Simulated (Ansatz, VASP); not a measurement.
# AlRh2 in VASP and in Ansatz

```
Al Rh
1.0
     3.44294    0.00000    0.00000
    -1.72147    2.98168    0.00000
     0.00000    0.00000    3.71746
Al Rh
1 2
Direct
  0.00000 0.00000 0.00000
  0.33333 0.66667 0.50000
  0.66667 0.33333 0.50000
```

Alike in both runs: task relaxation of cell and atoms; functional PBE; k mesh 6 × 6 × 6; occupations gaussian, width 0.1 eV; no spin polarisation.

```csv
,VASP,Ansatz
version,VASP 6.6.1,Ansatz 0.2.0
potentials or method,"VASP PAW PBE potentials, release 64 (Al, Rh_pv), cutoff 600 eV","scalar-relativistic, plane waves, PAW"
valence electrons in the cell,33,37
```

|  | VASP | Ansatz | Ansatz less VASP |
| --- | --- | --- | --- |
| gap on the k mesh at the Fermi level, each at its own relaxed structure (eV) | none | none | - |
| relaxed volume (Å³/atom) | 14.64 | 14.67 | +0.033 |
| relaxed cell length with the largest relative difference (Å) | 4.291 | 4.296 | +0.0047 |

A gap of «none» marks a metal or a gap that the smearing closes. VASP's potentials hold 33 valence electrons a cell and Ansatz's 37, so a difference there can come from the potentials and not from the codes.

Noted on VASP's run: the volume moved by over 15 % at a fixed basis, so the end points are rough.
